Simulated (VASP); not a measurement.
## AlNi: single point with PBEsol

The system is AlNi.

```
Al Ni
1.0
     2.86217    0.00000    0.04293
     0.00000    2.86217    0.00000
     0.04293    0.00000    2.86217
Al Ni
1 1
Cartesian
  0.0000 0.0000 0.0000
  1.4525 1.4311 1.4525
```

This cell differs from its parent crystal: strain +0.0300 x Voigt [0, 0, 0, 0, 1, 0].

```json
{
  "Program": "VASP 6.6.1",
  "Task": "single point",
  "Functional": "PBEsol",
  "Potentials or basis": "VASP PAW PBE potentials, release 64 (Al, Ni)",
  "Cutoff": "520 eV",
  "k mesh": "20 × 20 × 20",
  "Occupations": "gaussian, width 0.15 eV",
  "Spin": "no spin polarisation"
}
```

The pressure is 0.3 GPa and the band gap on the k mesh is zero (an odd number of electrons rules out a gap without spin polarisation).

Stress tensor (GPa, compression positive):
```
 0.30  0.00 -3.81
 0.00  0.37  0.00
-3.81  0.00  0.30
```

Levels at points of the mesh, in eV from the Fermi level:
| k point | band 3 | band 4 | band 5 | band 6 | band 7 | band 8 | band 9 | band 10 | band 11 | band 12 |
| --- | --- | --- | --- | --- | --- | --- | --- | --- | --- | --- |
| (0.00, 0.00, 0.00) | -3.33 | -1.62 | -1.59 | -1.54 | 5.49 | 5.58 | 5.69 | 8.22 | 8.22 | 14.09 |
| (0.50, 0.00, 0.00) | -2.85 | -2.31 | -2.30 | -1.49 | -0.66 | 8.27 | 10.09 | 10.13 | 11.05 | 11.10 |
| (0.00, 0.50, 0.00) | -2.84 | -2.37 | -2.25 | -1.49 | -0.66 | 8.33 | 10.00 | 10.20 | 11.11 | 11.11 |
| (0.50, 0.50, 0.00) | -2.93 | -2.93 | -2.14 | -2.13 | -1.04 | 1.50 | 2.60 | 12.42 | 15.18 | 15.26 |
| (0.50, 0.00, 0.50) | -3.14 | -2.71 | -2.15 | -2.12 | -1.04 | 1.46 | 2.65 | 12.49 | 15.10 | 15.26 |
| (0.50, 0.50, 0.50) | -4.16 | -1.01 | -1.01 | 1.76 | 1.92 | 2.18 | 3.96 | 4.39 | 4.54 | 4.74 |

It took 4.5 min on 1 thread of Intel(R) Xeon(R) Platinum 8259CL CPU @ 2.50GHz (Skylake/Cascade Lake), with other jobs on the host, peak memory 0.5 GiB.

Caveat: the cell differs from its parent crystal (strain +0.0300 x Voigt [0, 0, 0, 0, 1, 0]); the PAW data sets were made with another functional, which shifts forces and pressure a little. Spin polarisation is off, so any magnetic state and its effect on volume and gap are missing.
